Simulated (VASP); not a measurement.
Wanted: the native input for a VASP 6.6.1 run.

| Property | Result |
| --- | --- |
| Task | single point |
| Functional | PBE |
| Potentials or basis | VASP PAW PBE potentials, release 64 (B, P) |
| Cutoff | 500 eV |
| k mesh | 12 × 12 × 12 |
| Occupations | gaussian, width 0.05 eV |
| Spin | no spin polarisation |
| Dipole correction | no |
| Further INCAR settings | ALGO = Normal; EDIFF = 1e-06; NBANDS = 11 |

The structure of BP lies in POSCAR:

```
BP
1.0
    0.0000000000      2.2742113012      2.2742113012
    2.2742113012      0.0000000000      2.2742113012
    2.2742113012      2.2742113012      0.0000000000
B P
1 1
Direct
    0.0000000000      0.0000000000      0.0000000000
    0.7500000000      0.7500000000      0.7500000000
```

These files were run (other wordings do the same):

INCAR

```
SYSTEM = BP
ALGO     = Normal         ! electronic algorithm
EDIFF    = 1E-6           ! SCF threshold, eV
ENCUT    = 500            ! plane-wave cutoff, eV
GGA      = PE             ! functional
GGA_COMPAT= .FALSE.      
ISIF     = 2              ! what is computed and relaxed
ISMEAR   = 0              ! smearing method
LASPH    = .TRUE.         ! aspherical terms in the spheres
LCHARG   = .FALSE.        ! write CHGCAR
LREAL    = .FALSE.        ! projectors in reciprocal space
LWAVE    = .FALSE.        ! write WAVECAR
NBANDS   = 11             ! bands
NELM     = 120            ! most SCF steps
PREC     = Accurate       ! precision mode
SIGMA    = 0.05           ! smearing width, eV
```

KPOINTS

```
k-points
0
G
  12 12 12
  0 0 0
```

Potentials or basis: VASP PAW PBE potentials, release 64 (B, P).

Run with:

```bash
$ cat potpaw_PBE.64/B/POTCAR potpaw_PBE.64/P/POTCAR > POTCAR
$ mpirun -np 1 vasp_std > vasp.out
```

Results of the run:

* Pressure: -0.2 GPa
* Band gap on the k mesh: 1.25 eV (least direct gap 3.39 eV)

Run time: 21 s on 1 thread of Intel Xeon 8259CL, on a shared host, peak memory 0.14 GiB.
